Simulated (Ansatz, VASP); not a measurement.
## InSb: VASP beside Ansatz

```xyz
2
Lattice="0.0000 3.2174 3.2174 3.2174 0.0000 3.2174 3.2174 3.2174 0.0000" Properties=species:S:1:pos:R:3 pbc="T T T"
In    0.0000    0.0000    0.0000
Sb    4.8260    4.8260    4.8260
```

Change from the starting cell: volume scaled by 0.98, PAW files.

Alike in both runs: task electric field gradients; functional LDA; k mesh 10 × 10 × 10; occupations fermi-dirac, width 0.03 eV; no spin polarisation.

```csv
,VASP,Ansatz
version,VASP 6.6.1,Ansatz 0.2.0
potentials or method,"VASP PAW LDA potentials, release 64 (In_d, Sb)","PAW with Ansatz's default frozen-core files, scalar-relativistic"
plane-wave cutoff (eV),520,420
valence electrons in the cell,18,28
```

Ansatz gave:

```
pressure (GPa) : 0.3
```

Problem. What did VASP give for the same quantities?

Solution. Pressure (GPa): 0.4.

LDA's correlation is that of Perdew and Zunger in VASP and of Perdew and Wang (1992) in Ansatz. VASP's potentials hold 18 valence electrons a cell and Ansatz's 28, so a difference there can come from the potentials and not from the codes.

Neither program's run includes spin-orbit coupling.
